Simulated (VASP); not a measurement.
# EuSb (zincblende type) (F-43m) in VASP: notebook, part 2 of 2

VASP 6.6.1. Earlier steps stand in the parts before.

## Step 4: Electric field gradients, PBE, collinear spin, ferromagnetic start

This run uses another cell than the first one, of 47.87 Å³/atom.

File INCAR:

```
PREC     = Accurate       # precision mode
ENCUT    = 520            # plane-wave cutoff, eV
EDIFF    = 1E-8           # SCF threshold, eV
ISMEAR   = -1             # smearing method
SIGMA    = 0.03           # smearing width, eV
LREAL    = False          # projectors in reciprocal space
LASPH    = True           # aspherical terms in the spheres
NELM     = 150            # most SCF steps
ALGO     = Normal         # electronic algorithm
ISIF     = 2              # what is computed and relaxed
LWAVE    = False          # write WAVECAR
LCHARG   = False          # write CHGCAR
ISPIN    = 2              # spin polarisation
MAGMOM   = 7 0            # initial moments
LORBIT   = 11             # projections on sites
LMAXMIX  = 6              # l up to which the mixer works
GGA      = PE             # functional
LEFG     = True         
NBANDS   = 22             # bands
```

File KPOINTS:

```
regular mesh
0
Gamma
  9 9 9
```

File POSCAR:

```
EuSb
1.0
    0.0000000000      3.6310537373      3.6310537373
    3.6310537373      0.0000000000      3.6310537373
    3.6310537373      3.6310537373      0.0000000000
Eu Sb
1 1
Direct
    0.0000000000      0.0000000000      0.0000000000
    0.2500000000      0.2500000000      0.2500000000
```

Potentials or basis: VASP PAW PBE potentials, release 64 (Eu, Sb).

Command:

```sh
$ cat potpaw_PBE.64/Eu/POTCAR potpaw_PBE.64/Sb/POTCAR > POTCAR
$ mpirun -np 1 vasp_std > vasp.out
```

OUTCAR:

```text
PREC = Accurate
   ENCUT = 520
   EDIFF = 1E-8
   ISMEAR = -1
   LREAL = False
   LASPH = True
   NELM = 150
   ISIF = 2
   ISPIN = 2
   LORBIT = 11
   GGA = PE

 ion  position               nearest neighbor table
   1  0.000  0.000  0.000-   2 3.14   2 3.14   2 3.14   2 3.14
   2  0.250  0.250  0.250-   1 3.14   1 3.14   1 3.14   1 3.14

  LATTYP: Found a face centered cubic cell.
 ALAT       =     7.2621074746

  Lattice vectors:

 A1 = (   0.0000000000,   3.6310537373,   3.6310537373)
 A2 = (   3.6310537373,   0.0000000000,   3.6310537373)
 A3 = (   3.6310537373,   3.6310537373,   0.0000000000)

Analysis of symmetry for initial positions (statically):
=====================================================================
 Subroutine PRICEL returns:
 Original cell was already a primitive cell.

 Routine SETGRP: Setting up the symmetry group for a
 face centered cubic supercell.

 Subroutine GETGRP returns: Found 24 space group operations
 (whereof 24 operations were pure point group operations)
 out of a pool of 48 trial point group operations.

The static configuration has the point symmetry T_d .

Analysis of symmetry for dynamics (positions and initial velocities):
=====================================================================
 Subroutine PRICEL returns:
 Original cell was already a primitive cell.

 Routine SETGRP: Setting up the symmetry group for a
 face centered cubic supercell.

 Subroutine GETGRP returns: Found 24 space group operations
 (whereof 24 operations were pure point group operations)
 out of a pool of 48 trial point group operations.

The dynamic configuration has the point symmetry T_d .

Analysis of structural, dynamic, and magnetic symmetry:
=====================================================================
 Subroutine PRICEL returns:
 Original cell was already a primitive cell.

 Routine SETGRP: Setting up the symmetry group for a
 face centered cubic supercell.

 Subroutine GETGRP returns: Found 24 space group operations
 (whereof 24 operations were pure point group operations)
 out of a pool of 48 trial point group operations.

The overall configuration has the point symmetry T_d .

 Subroutine INISYM returns: Found 24 space group operations
 (whereof 24 operations are pure point group operations),
 and found     1 'primitive' translations

----------------------------------------------------------------------------------------

                                     Primitive cell

  volume of cell :      95.7476

  direct lattice vectors                    reciprocal lattice vectors
     0.000000000  3.631053737  3.631053737    -0.137701074  0.137701074  0.137701074
     3.631053737  0.000000000  3.631053737     0.137701074 -0.137701074  0.137701074
     3.631053737  3.631053737  0.000000000     0.137701074  0.137701074 -0.137701074

  length of vectors
     5.135085441  5.135085441  5.135085441     0.238505257  0.238505257  0.238505257

  position of ions in fractional coordinates (direct lattice)
     0.000000000  0.000000000  0.000000000
     0.250000000  0.250000000  0.250000000

  ion indices of the primitive-cell ions
   primitive index   ion index
                 1           1
[... 109 lines left out ...]
   NGX = 19   NGY = 19   NGZ = 19

 number of electron      21.9999996 magnetization       6.0012941

 Free energy of the ion-electron system (eV)
  ---------------------------------------------------
  ext. energy  EPLUGINS =         0.00000000
  ---------------------------------------------------
  free energy    TOTEN  =       -16.29527451 eV

  energy without entropy =      -16.28079320  energy(sigma->0) =      -16.28803385

 E-fermi :   1.1423     XC(G=0):  -7.6619

 val. band max:        1.1420411409   @ k =   0.3333   0.1111   0.0000
 cond. band min:       1.1452792984   @ k =  -0.2222   0.1111   0.0000
 fundamental gap:      0.0032381575
 Fermi energy:         1.1423204455

 spin component 1

 k-point     1 :       0.0000    0.0000    0.0000
  band No.  band energies     occupation
      1     -40.0754      1.00000
      2     -18.7415      1.00000
      3     -18.7415      1.00000
      4     -18.7415      1.00000
      5      -6.6504      1.00000
      6       0.5064      1.00000
[... 589 lines left out ...]
     21       7.8133      0.00000
     22       8.7017      0.00000

 [... further k-points ...]

 spin component 2

 k-point     1 :       0.0000    0.0000    0.0000
  band No.  band energies     occupation
      1     -37.0882      1.00000
      2     -16.6171      1.00000
      3     -16.6171      1.00000
      4     -16.6171      1.00000
      5      -6.9544      1.00000
      6       0.5869      1.00000
[... 589 lines left out ...]
     21       8.3715      0.00000
     22       9.3309      0.00000

 [... further k-points ...]

------------------------ aborting loop because EDIFF is reached ----------------------------------------

  FORCE on cell =-STRESS in cart. coord.  units (eV):
  Direction    XX          YY          ZZ          XY          YZ          ZX
  --------------------------------------------------------------------------------------
  -------------------------------------------------------------------------------------
  Total       -0.0429052     -0.0429052     -0.0429052      0.0000000     -0.0000000      0.0000000
  in kB       -0.7179477     -0.7179477     -0.7179477      0.0000000     -0.0000000      0.0000000
  external PRESSURE =      -0.7179477 kB  Pullay stress =       0.0000000 kB

 VOLUME and BASIS-vectors are now :
 -----------------------------------------------------------------------------
  energy-cutoff  :      520.00
  volume of cell :       95.75
      direct lattice vectors                 reciprocal lattice vectors
     0.000000000  3.631053737  3.631053737    -0.137701074  0.137701074  0.137701074
     3.631053737  0.000000000  3.631053737     0.137701074 -0.137701074  0.137701074
     3.631053737  3.631053737  0.000000000     0.137701074  0.137701074 -0.137701074

 POSITION                                       TOTAL-FORCE (eV/Angst)
 -----------------------------------------------------------------------------------
      0.00000      0.00000      0.00000        -0.000000     -0.000000     -0.000000
      1.81553      1.81553      1.81553         0.000000      0.000000      0.000000
 -----------------------------------------------------------------------------------
    total drift:                                0.000000      0.000000      0.000000

  FREE ENERGIE OF THE ION-ELECTRON SYSTEM (eV)
  ---------------------------------------------------
  free  energy   TOTEN  =       -16.2952745058 eV

  energy  without entropy=      -16.2807932037  energy(sigma->0) =      -16.28803385

 Electric field gradients (V/A^2)
---------------------------------------------------------------------
 ion       V_xx      V_yy      V_zz      V_xy      V_xz      V_yz
---------------------------------------------------------------------
   1      -0.000     0.000     0.000     0.000     0.000     0.000
   2       0.000     0.000     0.000    -0.000    -0.000    -0.000
---------------------------------------------------------------------

 Electric field gradients after diagonalization (V/A^2)
 (convention: |V_zz| > |V_xx| > |V_yy|)
----------------------------------------------------------------------
 ion       V_xx      V_yy      V_zz     asymmetry (V_yy - V_xx)/ V_zz
----------------------------------------------------------------------
   1      -0.000    -0.000     0.001       0.000
   2       0.000     0.000    -0.000       0.000
----------------------------------------------------------------------

           NMR quadrupolar parameters

 Cq : quadrupolar parameter    Cq=e*Q*V_zz/h
 eta: asymmetry parameters     (V_yy - V_xx)/ V_zz
 Q  : nuclear electric quadrupole moment in mb (millibarn)
----------------------------------------------------------------------
 ion       Cq(MHz)       eta       Q (mb)
----------------------------------------------------------------------
   1       0.000       0.000       1.000
   2      -0.000       0.000       1.000
----------------------------------------------------------------------

 total charge

# of ion       s       p       d       f       tot
--------------------------------------------------
    1        2.056   5.725   0.330   6.539  14.649
    2        1.139   1.371   0.004   0.000   2.514
--------------------------------------------------
tot          3.195   7.096   0.333   6.539  17.163

 magnetization (x)

# of ion       s       p       d       f       tot
--------------------------------------------------
    1       -0.006  -0.129   0.020   6.509   6.394
    2       -0.005  -0.252   0.001   0.000  -0.256
--------------------------------------------------
tot         -0.012  -0.381   0.021   6.509   6.138
```

It took 8.1 min on 1 thread of Intel Xeon Platinum 8559C (Emerald Rapids), shared host; peak memory 0.39 GiB.

What came out:

```
Free energy                                           : -16.2953 eV
Pressure                                              : -0.1 GPa
Band gap on the k mesh                                : zero (filled and empty bands overlap)
Net moment                                            : 6.00 μB per cell
Site moments                                          : Eu +6.39; Sb -0.26 μB
Largest electric field gradient by atom               : under 0.05 V/Å² on every atom
Valence electrons inside the program's atomic spheres : Eu 14.65; Sb 2.51
```

Caveat: spin-orbit coupling is left out, which moves the levels of the heavy elements; a cell with one magnetic atom can't hold antiferromagnetic order, which such compounds often take; semilocal functionals describe open f shells poorly, which spoils levels, moments and volumes. The state reached can hang on the start; a lower one may exist.

## Step 5: Summary

| cell | gap on the mesh (eV) | pressure (GPa) | moment (μB) |
| --- | --- | --- | --- |
| a = 5.066 Å, angles 60.0°, 2 atoms | none | 0.9 | 6.00 |
| a = 5.101 Å, angles 60.0°, 2 atoms | none | 0.4 | 6.00 |
| a = 5.135 Å, angles 60.0°, 2 atoms | none | -0.1 | 6.00 |

Alike in all rows: task electric field gradients; level PBE; potentials or basis VASP PAW PBE potentials, release 64 (Eu, Sb); spin collinear, ferromagnetic start; k mesh 9 × 9 × 9; cutoff (eV) 520; smearing fermi-dirac 0.03 eV.

Caveats: spin-orbit coupling is left out, which moves the levels of the heavy elements; a cell with one magnetic atom can't hold antiferromagnetic order, which such compounds often take; semilocal functionals describe open f shells poorly, which spoils levels, moments and volumes.

Absolute energies hang on the potentials; compare differences alone.
